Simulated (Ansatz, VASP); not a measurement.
**AlN: VASP beside Ansatz**

The input INCAR:

```
SYSTEM = AlN
PREC = Accurate
ENCUT = 520
EDIFF = 1E-7
ISMEAR = 0
SIGMA = 0.05
LREAL = .False.
LASPH = .True.
NELM = 100
ALGO = Normal
ISIF = 2
LWAVE = .False.
LCHARG = .False.
GGA = PE
NBANDS = 26
```

The input KPOINTS:

```
regular mesh
0
Gamma
  6 6 6
  0 0 0
```

POSCAR

```
AlN
1.0
    4.4025164325      0.0000000000      0.0000000000
    0.0000000000     -4.4025164325      0.0000000000
    0.0000000000      0.0000000000     -4.4025164325
Al N
4 4
Direct
   -0.0607121785      0.0286199954     -0.0607121785
    0.5000000000      0.5000000000      0.0000000000
    0.5000000000      0.0000000000      0.5000000000
    0.0000000000      0.5000000000      0.5000000000
    0.7500000000      0.7500000000      0.7500000000
    0.2500000000      0.2500000000      0.7500000000
    0.2500000000      0.7500000000      0.2500000000
    0.7500000000      0.2500000000      0.2500000000
```

Input for Ansatz:

```yaml
crystal:
  lattice:
    - [4.4025164325, 0.0, 0.0]
    - [0.0, -4.4025164325, 0.0]
    - [0.0, 0.0, -4.4025164325]
  atoms:
    - { symbol: Al, position: [-0.0607121785, 0.0286199954, -0.0607121785] }
    - { symbol: Al, position: [0.5, 0.5, 0.0] }
    - { symbol: Al, position: [0.5, 0.0, 0.5] }
    - { symbol: Al, position: [0.0, 0.5, 0.5] }
    - { symbol: "N", position: [0.75, 0.75, 0.75] }
    - { symbol: "N", position: [0.25, 0.25, 0.75] }
    - { symbol: "N", position: [0.25, 0.75, 0.25] }
    - { symbol: "N", position: [0.75, 0.25, 0.25] }
basis:
  ecutwfc: 420
kpoints:
  mp_grid: { grid: [6, 6, 6] }
hamiltonian:
  xc: pbe
  pseudopotentials: { kind: paw, azcp: { folder: soft_1 } }
scf:
  occupations: { method: gaussian, width: 0.05 }
output:
  forces: true
  stress: true
  eigenvalues: true
```

Alike in both runs: task single point; functional PBE; k mesh 6 × 6 × 6; occupations gaussian, width 0.05 eV; no spin polarisation.

|  | VASP | Ansatz |
| --- | --- | --- |
| version | VASP 6.6.1 | Ansatz 0.2.0 |
| potentials or method | VASP PAW PBE potentials, release 64 (Al, N), cutoff 520 eV | scalar-relativistic, plane waves, PAW |
| valence electrons in the cell | 32 | 32 |

Ansatz gave:

```
gap on the k mesh at the Fermi level (eV)                     : 1.08
least direct gap on the mesh (eV)                             : 1.11
pressure (GPa)                                                : 3.7
traceless stress, the component that is largest in VASP (GPa) : 3.01
rms of the force components (eV/Å)                            : 1.579
```

Question: What did VASP give for the same quantities?

Answer: gap on the k mesh at the Fermi level (eV): 1.08; least direct gap on the mesh (eV): 1.11; pressure (GPa): 3.5; traceless stress, the component that is largest in VASP (GPa): 3.02; rms of the force components (eV/Å): 1.581.

Atom by atom the forces differ by 0.005 eV/Å (rms over components). The functional is the same, so the differences come from potentials, cutoffs and numerics.
